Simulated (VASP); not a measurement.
# NbC2: single point with PBE

Crystal: NbC2.

```xyz
6
Lattice="-2.2760 2.2760 2.8609 2.2760 -2.2760 2.8609 2.2760 2.2760 -2.8609" Properties=species:S:1:pos:R:3 pbc="T T T"
Nb    0.0000    0.0000    4.2914
Nb    0.0000    0.0000    1.4305
C     0.4893    2.7653    0.0000
C     1.7867   -0.4893    2.8609
C     0.4893    1.7867    2.8609
C     1.7867    0.4893    0.0000
```

The cell was generated, and may not be a known phase.

```yaml
Program: VASP 6.6.1
Task: single point
Functional: PBE
Potentials_or_basis: VASP PAW PBE potentials, release 64 (Nb_sv, C_h)
Cutoff: 1300 eV
k_mesh: 5 × 5 × 5
Occupations: gaussian, width 0.2 eV
Spin: no spin polarisation
Dipole_correction: no
Further_INCAR_settings: ALGO = Normal; EDIFF = 1e-06; NBANDS = 30
```

* Pressure: -0.1 GPa
* Largest force: 0.015 eV/Å
* Band gap on the k mesh: zero (bands 21 and 22 overlap by 1.10 eV)

Forces on the atoms (eV/Å):
```
Nb   0.000  0.000  0.000
Nb   0.000  0.000  0.000
C   -0.010 -0.010  0.000
C    0.010  0.010  0.000
C   -0.010  0.010  0.000
C    0.010 -0.010  0.000
```

Stress tensor (GPa, compression positive):
```
-0.25  0.00  0.00
 0.00 -0.25  0.00
 0.00  0.00  0.12
```

Levels at points of the mesh, in eV from the Fermi level:
```csv
k point,band 18,band 19,band 20,band 21,band 22,band 23,band 24,band 25
"(0.00, 0.00, 0.00)",-1.40,-1.30,0.57,0.66,1.07,1.07,3.59,3.59
```

Wall time 3.7 min on 1 thread of Intel(R) Xeon(R) Platinum 8375C CPU @ 2.90GHz (Ice Lake), on a shared host, peak memory 0.42 GiB.
